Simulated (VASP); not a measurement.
# P (Fd-3m) in VASP: a series of runs

The runs below take P through single point, with r2SCAN, r2SCAN0.

Program: VASP 6.6.1. These are calculated values, not measurements. Logs are shortened: lines on timing, memory, paths and dates and some standing lists are left out, and cuts for length are marked.

### Step 1. The cell of the first run

Symmetry: Fd-3m, No. 227, cubic system. Conventional cell: a = 5.423 Å, b = 5.423 Å, c = 5.423 Å, α = 90.00°, β = 90.00°, γ = 90.00°. Within 3.1 Å of P (site symmetry -43m) lie 4 P at 2.35 Å.

This isn't the form of P at room conditions, which is orthorhombic.

### Step 2. Single point, r2SCAN

Contents of POSCAR:

```
P
1.0
    0.0000000000      2.7115220129      2.7115220129
    2.7115220129      0.0000000000      2.7115220129
    2.7115220129      2.7115220129      0.0000000000
P
2
Direct
    0.1250000000      0.1250000000      0.1250000000
    0.8750000000      0.8750000000      0.8750000000
```

Contents of INCAR.step1:

```
SYSTEM = P
PREC     = Accurate       ! precision mode
ENCUT    = 520            ! plane-wave cutoff, eV
ISMEAR   = -1             ! smearing method
SIGMA    = 0.1            ! smearing width, eV
LREAL    = .FALSE.        ! projectors in reciprocal space
LASPH    = .TRUE.         ! aspherical terms in the spheres
NELM     = 60             ! most SCF steps
NBANDS   = 12             ! bands
GGA      = PE             ! functional
ALGO     = Normal         ! electronic algorithm
EDIFF    = 1E-4           ! SCF threshold, eV
LWAVE    = .TRUE.         ! write WAVECAR
LCHARG   = .FALSE.        ! write CHGCAR
```

Contents of INCAR.step2:

```
SYSTEM = P
PREC     = Accurate       ! precision mode
ENCUT    = 520            ! plane-wave cutoff, eV
EDIFF    = 1E-6           ! SCF threshold, eV
ISMEAR   = -1             ! smearing method
SIGMA    = 0.1            ! smearing width, eV
LREAL    = .FALSE.        ! projectors in reciprocal space
LASPH    = .TRUE.         ! aspherical terms in the spheres
NELM     = 60             ! most SCF steps
ALGO     = Normal         ! electronic algorithm
ISIF     = 2              ! what is computed and relaxed
LWAVE    = .FALSE.        ! write WAVECAR
LCHARG   = .TRUE.         ! write CHGCAR
METAGGA  = R2SCAN         ! meta-GGA
LMIXTAU  = .TRUE.       
LELF     = .TRUE.         ! ELF
LVHAR    = .TRUE.       
NBANDS   = 12             ! bands
ISTART   = 1
```

Contents of KPOINTS:

```
Automatic mesh
0
G
  5 5 5
  0 0 0
```

Potentials or basis: VASP PAW PBE potentials, release 64 (P).

The run is started by

```sh
cat potpaw_PBE.64/P/POTCAR > POTCAR
cp INCAR.step1 INCAR
mpirun -np 1 vasp_std > vasp.out
cp INCAR.step2 INCAR
mpirun -np 1 vasp_std > vasp.out
```

OUTCAR:

```text
SYSTEM = P
   PREC = Accurate
   ENCUT = 520
   EDIFF = 1E-6
   ISMEAR = -1
   LREAL = .FALSE.
   LASPH = .TRUE.
   NELM = 60
   ISIF = 2
   METAGGA = R2SCAN
   ISTART = 1

 ion  position               nearest neighbor table
   1  0.125  0.125  0.125-   2 2.35   2 2.35   2 2.35   2 2.35
   2  0.875  0.875  0.875-   1 2.35   1 2.35   1 2.35   1 2.35

  LATTYP: Found a face centered cubic cell.
 ALAT       =     5.4230440258

  Lattice vectors:

 A1 = (   0.0000000000,   2.7115220129,   2.7115220129)
 A2 = (   2.7115220129,   0.0000000000,   2.7115220129)
 A3 = (   2.7115220129,   2.7115220129,   0.0000000000)

Analysis of symmetry for initial positions (statically):
=====================================================================
 Subroutine PRICEL returns:
 Original cell was already a primitive cell.

 Routine SETGRP: Setting up the symmetry group for a
 face centered cubic supercell.

 Subroutine GETGRP returns: Found 48 space group operations
 (whereof 12 operations were pure point group operations)
 out of a pool of 48 trial point group operations.

The static configuration has the point symmetry D_3d.
 The point group associated with its full space group is O_h .

Analysis of symmetry for dynamics (positions and initial velocities):
=====================================================================
 Subroutine PRICEL returns:
 Original cell was already a primitive cell.

 Routine SETGRP: Setting up the symmetry group for a
 face centered cubic supercell.

 Subroutine GETGRP returns: Found 48 space group operations
 (whereof 12 operations were pure point group operations)
 out of a pool of 48 trial point group operations.

The dynamic configuration has the point symmetry D_3d.
 The point group associated with its full space group is O_h .

 Subroutine INISYM returns: Found 48 space group operations
 (whereof 12 operations are pure point group operations),
 and found     1 'primitive' translations

----------------------------------------------------------------------------------------

                                     Primitive cell

  volume of cell :      39.8721

  direct lattice vectors                    reciprocal lattice vectors
     0.000000000  2.711522013  2.711522013    -0.184398282  0.184398282  0.184398282
     2.711522013  0.000000000  2.711522013     0.184398282 -0.184398282  0.184398282
     2.711522013  2.711522013  0.000000000     0.184398282  0.184398282 -0.184398282

  length of vectors
     3.834671205  3.834671205  3.834671205     0.319387193  0.319387193  0.319387193

  position of ions in fractional coordinates (direct lattice)
     0.125000000  0.125000000  0.125000000
     0.875000000  0.875000000  0.875000000

  ion indices of the primitive-cell ions
   primitive index   ion index
                 1           1
                 2           2

----------------------------------------------------------------------------------------

 KPOINTS: Automatic mesh

Automatic generation of k-mesh.
 Grid dimensions read from file:
 generate k-points for:    5    5    5

 Generating k-lattice:

  Cartesian coordinates                     Fractional coordinates (reciprocal lattice)
    -0.036879656  0.036879656  0.036879656     0.200000000  0.000000000  0.000000000
     0.036879656 -0.036879656  0.036879656     0.000000000  0.200000000  0.000000000
     0.036879656  0.036879656 -0.036879656     0.000000000  0.000000000  0.200000000

  Length of vectors
     0.063877439  0.063877439  0.063877439

  Shift w.r.t. Gamma in fractional coordinates (k-lattice)
     0.000000000  0.000000000  0.000000000

 Subroutine IBZKPT returns following result:
 ===========================================

 Found     10 irreducible k-points:

 Following reciprocal coordinates:
            Coordinates               Weight
  0.000000  0.000000  0.000000      1.000000
  0.200000  0.000000  0.000000      8.000000
  0.400000  0.000000  0.000000      8.000000
  0.200000  0.200000  0.000000      6.000000
  0.400000  0.200000  0.000000     24.000000
 -0.400000  0.200000  0.000000     24.000000
 -0.200000  0.200000  0.000000     12.000000
  0.400000  0.400000  0.000000      6.000000
 -0.400000  0.400000  0.000000     12.000000
 -0.400000  0.400000  0.200000     24.000000
   k-points           NKPTS =     10   k-points in BZ     NKDIM =     10   number of bands    NBANDS=     12
   number of dos      NEDOS =    301   number of ions     NIONS =      2
   total plane-waves  NPLWV =  27000
   dimension x,y,z NGX =    30 NGY =   30 NGZ =   30
   dimension x,y,z NGXF=    60 NGYF=   60 NGZF=   60
   ions per type =               2
   NGX,Y,Z   is equivalent  to a cutoff of  13.01, 13.01, 13.01 a.u.
   NGXF,Y,Z  is equivalent  to a cutoff of  26.01, 26.01, 26.01 a.u.
 SYSTEM =  P
   PREC   = accura    normal or accurate (medium, high low for compatibility)
   ISTART =      1    job   : 0-new  1-cont  2-samecut
   ICHARG =      0    charge: 1-file 2-atom 10-const
   ISPIN  =      1    spin polarized calculation?
   LNONCOLLINEAR =      F non collinear calculations
   LSORBIT =      F    spin-orbit coupling
   LASPH  =      T    aspherical Exc in radial PAW
   ENCUT  =  520.0 eV  38.22 Ry    6.18 a.u.   7.13  7.13  7.13*2*pi/ulx,y,z
   NELM   =     60;   NELMIN=  2; NELMDL=  0     # of ELM steps
   EDIFF  = 0.1E-05   stopping-criterion for ELM
   LREAL  =      F    real-space projection
   EDIFFG = 0.1E-04   stopping-criterion for IOM
   NSW    =      0    number of steps for IOM
   IBRION =     -1    ionic relax: 0-MD 1-quasi-New 2-CG
   NFREE  =      0    steps in history (QN), initial steepest desc. (CG)
   ISIF   =      2    stress and relaxation
   ISYM   =      2    0-nonsym 1-usesym 2-fastsym
   POTIM  = 0.5000    time-step for ionic-motion
   TEBEG  =    0.0;   TEEND  =   0.0 temperature during run
   PSTRESS=    0.0 pullay stress
   NELECT =      10.0000    total number of electrons
   NUPDOWN=      -1.0000    fix difference up-down
   EMIN   =  10.00;   EMAX   =-10.00  energy-range for DOS
   EFERMI =   0.00;   METHOD = LEGACY
   ISMEAR =    -1;   SIGMA  =   0.10  broadening in eV -4-tet -1-fermi 0-gaus
   EFERMI_NEDOS =   21; number of points for ismear=-14 and -15
   IALGO  =     38    algorithm
   IMIX   =      4    mixing-type and parameters
     AMIX     =   0.40;   BMIX     =  1.00
     AMIX_MAG =   1.60;   BMIX_MAG =  1.00
  volume/ion in A,a.u.               =      19.94       134.54
  Fermi-wavevector in a.u.,A,eV,Ry     =   1.032409  1.950970 14.502014  1.065868
  Thomas-Fermi vector in A             =   2.166605
   LORBIT       =      0    0 simple, 1 ext, 2 COOP (PROOUT), +10 PAW based schemes
   METAGGA = R2SCAN    functional components
   LHFCALC =     F    Hartree Fock is set to
   AEXX    =    0.0000 exact exchange contribution
   IVDW    =     0    specifies the selected vdW correction
   LEPSILON=     F    determine dielectric tensor
   LRPA    =     F    only Hartree local field effects (RPA)
 non-spin polarized calculation
  energy-cutoff  :      520.00
  volume of cell :       39.87
 maximum number of plane-waves:      1082
 NGX is ok and might be reduce to    30
   NGX = 15   NGY = 15   NGZ = 15

 number of electron      10.0000001 magnetization

 Free energy of the ion-electron system (eV)
  ---------------------------------------------------
  ext. energy  EPLUGINS =         0.00000000
  ---------------------------------------------------
  free energy    TOTEN  =       -16.70997942 eV

  energy without entropy =      -16.66629210  energy(sigma->0) =      -16.68813576

 E-fermi :   6.9692     XC(G=0): -10.1586

 val. band max:        6.3206040170   @ k =   0.2000   0.2000   0.0000
 cond. band min:       7.0725684402   @ k =   0.2000   0.0000   0.0000
 fundamental gap:      0.7519644232
 Fermi energy:         6.9692267969

 k-point     1 :       0.0000    0.0000    0.0000
  band No.  band energies     occupation
      1      -9.8281      2.00000
      2       2.8975      2.00000
      3       2.8975      2.00000
      4       2.8975      2.00000
      5       3.1397      2.00000
      6       6.2986      1.99756
      7       6.2986      1.99756
      8       6.2986      1.99756
      9      12.9380      0.00000
     10      13.4031      0.00000
     11      13.4031      0.00000
     12      17.1746      0.00000

 k-point     2 :       0.2000    0.0000    0.0000
  band No.  band energies     occupation
      1      -9.3440      2.00000
      2      -0.7085      2.00000
      3       2.3916      2.00000
      4       2.3916      2.00000
      5       4.4878      2.00000
      6       7.0726      0.52484
      7       7.0726      0.52484
      8       8.2067      0.00001
      9      12.7960      0.00000
     10      12.7960      0.00000
     11      14.2554      0.00000
     12      16.5358      0.00000

 k-point     3 :       0.4000    0.0000    0.0000
  band No.  band energies     occupation
      1      -8.1457      2.00000
      2      -3.7508      2.00000
      3       1.8431      2.00000
      4       1.8431      2.00000
      5       4.0331      2.00000
      6       7.6338      0.00260
      7       7.6338      0.00260
      8      11.8168      0.00000
      9      14.2682      0.00000
     10      14.2779      0.00000
     11      14.2779      0.00000
     12      17.1723      0.00000

 k-point     4 :       0.2000    0.2000    0.0000
  band No.  band energies     occupation
      1      -9.1727      2.00000
      2      -0.8679      2.00000
      3       1.6627      2.00000
      4       1.6627      2.00000
      5       5.4705      2.00000
      6       6.3206      1.99696
      7       8.3505      0.00000
      8       8.3505      0.00000
      9      11.4150      0.00000
     10      14.2086      0.00000
     11      15.0959      0.00000
     12      18.2876      0.00000

 k-point     5 :       0.4000    0.2000    0.0000
  band No.  band energies     occupation
      1      -8.1293      2.00000
      2      -3.2828      2.00000
      3       0.6024      2.00000
      4       1.1631      2.00000
      5       5.6156      2.00000
      6       7.2034      0.17538
      7       9.2107      0.00000
      8       9.2731      0.00000
      9      13.5038      0.00000
     10      15.4522      0.00000
     11      15.5074      0.00000
     12      17.7848      0.00000

 k-point     6 :      -0.4000    0.2000    0.0000
  band No.  band energies     occupation
      1      -7.4098      2.00000
      2      -4.4361      2.00000
      3      -0.1002      2.00000
      4       1.3685      2.00000
      5       5.5833      2.00000
      6       8.1798      0.00001
      7       8.8483      0.00000
      8      11.2133      0.00000
      9      12.4607      0.00000
     10      13.7265      0.00000
     11      17.1867      0.00000
     12      17.5876      0.00000

 k-point     7 :      -0.2000    0.2000    0.0000
  band No.  band energies     occupation
      1      -8.5782      2.00000
      2      -2.4862      2.00000
      3       0.4459      2.00000
      4       2.1033      2.00000
      5       5.6691      2.00000
      6       7.7078      0.00124
      7       7.9504      0.00011
      8       9.1777      0.00000
      9      11.9267      0.00000
     10      14.8260      0.00000
     11      15.1065      0.00000
     12      17.8679      0.00000

 k-point     8 :       0.4000    0.4000    0.0000
  band No.  band energies     occupation
      1      -7.2823      2.00000
      2      -4.3965      2.00000
      3       0.5351      2.00000
      4       0.5351      2.00000
      5       4.8635      2.00000
      6       5.6655      2.00000
      7      11.6808      0.00000
      8      11.6808      0.00000
      9      13.7052      0.00000
     10      16.6077      0.00000
     11      17.1320      0.00000
     12      17.4285      0.00000

 k-point     9 :      -0.4000    0.4000    0.0000
  band No.  band energies     occupation
      1      -6.2626      2.00000
      2      -5.5523      2.00000
      3      -0.4260      2.00000
      4       0.6288      2.00000
      5       5.2988      2.00000
      6       7.2005      0.18018
      7      11.3817      0.00000
      8      11.3956      0.00000
      9      12.7404      0.00000
     10      14.6661      0.00000
     11      16.9769      0.00000
     12      19.7422      0.00000

 k-point    10 :      -0.4000    0.4000    0.2000
  band No.  band energies     occupation
      1      -6.9458      2.00000
      2      -4.7596      2.00000
      3      -0.3762      2.00000
      4       0.4420      2.00000
      5       7.2946      0.07442
      6       7.3188      0.05887
      7       8.6441      0.00000
      8      10.9995      0.00000
      9      12.8671      0.00000
     10      14.3647      0.00000
     11      17.3002      0.00000
     12      19.2257      0.00000

------------------------ aborting loop because EDIFF is reached ----------------------------------------

  FORCE on cell =-STRESS in cart. coord.  units (eV):
  Direction    XX          YY          ZZ          XY          YZ          ZX
  --------------------------------------------------------------------------------------
  -------------------------------------------------------------------------------------
  Total       -0.1520494     -0.1520494     -0.1520494     -0.0000000     -0.0000000      0.0000000
  in kB       -6.1097860     -6.1097860     -6.1097860     -0.0000000     -0.0000000      0.0000000
  external PRESSURE =      -6.1097860 kB  Pullay stress =       0.0000000 kB

 VOLUME and BASIS-vectors are now :
 -----------------------------------------------------------------------------
  energy-cutoff  :      520.00
  volume of cell :       39.87
      direct lattice vectors                 reciprocal lattice vectors
     0.000000000  2.711522013  2.711522013    -0.184398282  0.184398282  0.184398282
     2.711522013  0.000000000  2.711522013     0.184398282 -0.184398282  0.184398282
     2.711522013  2.711522013  0.000000000     0.184398282  0.184398282 -0.184398282

 POSITION                                       TOTAL-FORCE (eV/Angst)
 -----------------------------------------------------------------------------------
      0.67788      0.67788      0.67788         0.000000     -0.000000     -0.000000
      4.74516      4.74516      4.74516        -0.000000      0.000000      0.000000
 -----------------------------------------------------------------------------------
    total drift:                               -0.000000      0.000000      0.000000

  FREE ENERGIE OF THE ION-ELECTRON SYSTEM (eV)
  ---------------------------------------------------
  free  energy   TOTEN  =       -16.7099794164 eV

  energy  without entropy=      -16.6662920991  energy(sigma->0) =      -16.68813576
```

Run time: 22 s. Hardware: 1 thread of Intel Xeon Platinum 8259CL at 2.50GHz (Skylake/Cascade Lake), shared host; peak memory 0.16 GiB.

Results:

- Free energy: -16.7100 eV
- Pressure: -0.6 GPa
- Band gap on the k mesh: zero (bands 5 and 6 overlap by 1.63 eV)

Caveat: the k points lie up to 0.40 Å⁻¹ apart, too coarse for converged energies and pressures of a metal; the PAW data sets were made with another functional, which shifts forces and pressure a little.

### Step 3. Single point, r2SCAN0

POSCAR is that of step 2.

Contents of INCAR.step1:

```
PREC = Accurate
ENCUT = 520
EDIFF = 1E-5
ISMEAR = -1
SIGMA = 0.1
LREAL = F
LASPH = T
NELM = 100
ALGO = Normal
ISIF = 2
LWAVE = T
LCHARG = F
GGA = PE
NBANDS = 12
```

Contents of INCAR.step2:

```
PREC = Accurate
ENCUT = 520
EDIFF = 1E-6
ISMEAR = -1
SIGMA = 0.1
LREAL = F
LASPH = T
NELM = 100
ALGO = Normal
ISIF = 2
LWAVE = F
LCHARG = F
METAGGA = R2SCAN
LHFCALC = T
AEXX = 0.25
LMIXTAU = T
PRECFOCK = Normal
ISTART = 1
NBANDS = 12
```

Contents of KPOINTS:

```
regular mesh
0
Gamma
  5 5 5
```

Potentials or basis: VASP PAW PBE potentials, release 64 (P).

The run is started by

```sh
cat potpaw_PBE.64/P/POTCAR > POTCAR
cp INCAR.step1 INCAR
mpirun -np 1 vasp_std > vasp.out
cp INCAR.step2 INCAR
mpirun -np 1 vasp_std > vasp.out
```

Run time: 6 min. Hardware: 1 thread of Intel Xeon Platinum 8259CL at 2.50GHz (Skylake/Cascade Lake), shared host; peak memory 0.17 GiB.

It converged, with:

| Item | Value |
| --- | --- |
| Free energy | -17.8505 eV |
| Pressure | -2.5 GPa |
| Band gap on the k mesh | zero (bands 5 and 6 overlap by 2.41 eV) |

Levels at points of the mesh, in eV from the Fermi level:
```tsv
k point	band 3	band 4	band 5	band 6	band 7	band 8
(0.00, 0.00, 0.00)	-5.12	-5.12	-5.00	-1.20	-1.20	-1.20
```

Caveat: the k points lie up to 0.40 Å⁻¹ apart, too coarse for converged energies and pressures of a metal; the PAW data sets were made with another functional, which shifts forces and pressure a little.

The gap in the log of VASP goes by the Fermi energy; the results here count the filled bands.